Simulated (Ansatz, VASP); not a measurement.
Two plane-wave programs on AgCl

Contents of INCAR:

```
SYSTEM = AgCl
PREC = Accurate
ENCUT = 500
EDIFF = 1E-6
ISMEAR = -1
SIGMA = 0.05
LREAL = .False.
LASPH = .True.
NELM = 120
ALGO = Normal
ISIF = 2
LWAVE = .False.
LCHARG = .True.
GGA = PE
LELF = .True.
LVHAR = .True.
NBANDS = 16
GGA_COMPAT = .False.
```

Contents of KPOINTS:

```
regular mesh
0
Gamma
  6 6 6
  0 0 0
```

File POSCAR:

```
AgCl
1.0
    0.0000000000      2.7350000000      2.7350000000
    2.7350000000      0.0000000000      2.7350000000
    2.7350000000      2.7350000000      0.0000000000
Ag Cl
1 1
Direct
    0.0000000000      0.0000000000      0.0000000000
    0.5000000000      0.5000000000      0.5000000000
```

Input for Ansatz:

```yaml
crystal:
  lattice:
    - [0.0, 2.735, 2.735]
    - [2.735, 0.0, 2.735]
    - [2.735, 2.735, 0.0]
  atoms:
    - { symbol: Ag, position: [0.0, 0.0, 0.0] }
    - { symbol: Cl, position: [0.5, 0.5, 0.5] }
basis:
  ecutwfc: 450.0
kpoints:
  mp_grid:
    grid: [6, 6, 6]
hamiltonian:
  xc: pbe
  pseudopotentials:
    kind: paw
scf:
  occupations:
    method: fermi_dirac
    width: 0.05
output:
  stress: true
```

Alike in both runs: task single point; functional PBE; k mesh 6 × 6 × 6; occupations fermi-dirac, width 0.05 eV; no spin polarisation.

```csv
,VASP,Ansatz
version,VASP 6.6.1,Ansatz 0.2.0
potentials or method,"VASP PAW PBE potentials, release 64 (Ag, Cl), cutoff 500 eV","plane waves, PAW"
valence electrons in the cell,18,26
```

Ansatz gave:

```
pressure (GPa) : 3.9
```

Problem. What did VASP give for the same quantities?

Solution. Pressure (GPa): 3.8.

With one functional, cell and mesh, what is left measures potentials, basis and numerics. VASP's potentials hold 18 valence electrons a cell and Ansatz's 26, so a difference there can come from the potentials and not from the codes.
